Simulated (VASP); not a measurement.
Tl2BiN3: single point with PBEsol

The system is Tl2BiN3.

```
Tl Bi N
1.0
    -1.87574    5.64498    2.61290
     1.87574   -5.64498    2.61290
     1.87574    5.64498   -2.61290
Tl Bi N
2 1 3
Cartesian
  0.0000 1.9056 1.3164
  1.8757 3.7393 -1.2965
  0.0000 5.6450 1.3067
  0.0000 3.7398 -0.0075
  0.0000 7.5501 -0.0075
  0.0000 0.0000 0.0418
```

```
Program             : VASP 6.6.1
Task                : single point
Functional          : PBEsol
Potentials or basis : VASP PAW PBE potentials, release 64 (Tl_d, Bi_d, N)
Cutoff              : 520 eV
k mesh              : 6 × 6 × 6
Occupations         : fermi-dirac, width 0.03 eV
Spin                : no spin polarisation
```

```json
{"Pressure": "0.0 GPa", "Largest force": "0.008 eV/Å", "Band gap on the k mesh": "zero (bands 28 and 29 overlap by 0.46 eV)"}
```

Forces on the atoms (eV/Å):
```
Tl   0.000  0.001  0.000
Tl   0.000 -0.001  0.000
Bi   0.000  0.000 -0.001
N    0.000 -0.006 -0.003
N    0.000  0.006 -0.003
N    0.000  0.000  0.008
```

Levels at points of the mesh, in eV from the Fermi level:
```tsv
k point	band 25	band 26	band 27	band 28	band 29	band 30	band 31	band 32
(0.00, 0.00, 0.00)	-2.62	-1.37	-1.30	-1.25	0.50	2.29	2.30	3.59
(0.50, 0.00, 0.00)	-2.21	-2.12	-1.99	-1.20	0.26	0.51	2.66	3.56
(0.00, 0.50, 0.00)	-3.03	-2.24	-2.15	-1.10	1.14	2.34	3.00	3.17
(0.50, 0.50, 0.00)	-3.35	-2.97	-2.72	0.10	0.73	1.46	2.27	2.92
(0.50, 0.50, 0.50)	-2.56	-2.02	-1.41	-0.84	0.17	0.62	1.79	3.58
```

Wall time 5.4 min on 1 thread of Intel(R) Xeon(R) Platinum 8259CL CPU @ 2.50GHz (Skylake/Cascade Lake), with other jobs on the host, peak memory 0.42 GiB.

Caveat: the PAW data sets were made with another functional, which shifts forces and pressure a little; spin-orbit coupling is left out, which moves the levels of the heavy elements.
